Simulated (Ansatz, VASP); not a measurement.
**NiO2: VASP beside Ansatz**

```
Ni O
1.0
     2.84753    0.00000    0.00000
    -1.42376    2.46603    0.00000
     0.00000    0.00000    3.95949
Ni O
1 2
Direct
  0.00000 0.00000 0.50000
  0.66667 0.33333 0.69485
  0.33333 0.66667 0.30515
```

Alike in both runs: task single point; functional LDA; k mesh 12 × 12 × 6; occupations gaussian, width 0.05 eV; no spin polarisation.

|  | VASP | Ansatz |
| --- | --- | --- |
| version | VASP 6.6.1 | Ansatz 0.2.0 |
| potentials or method | VASP PAW LDA potentials, release 64 (Ni_sv_GW, O), cutoff 700 eV | scalar-relativistic, plane waves, PAW |
| valence electrons in the cell | 30 | 30 |

```tsv
	VASP	Ansatz	Ansatz less VASP
gap on the k mesh at the Fermi level (eV)	0.51	0.52	+0.013
least direct gap on the mesh (eV)	0.99	1.00	+0.009
pressure (GPa)	11.1	9.7	-1.37
traceless stress, the component that is largest in VASP (GPa)	7.67	8.98	+1.309
rms of the force components (eV/Å)	1.050	1.007	-0.0428
```

LDA's correlation is that of Perdew and Zunger in VASP and of Perdew and Wang (1992) in Ansatz. Atom by atom the forces differ by 0.043 eV/Å (rms over components).
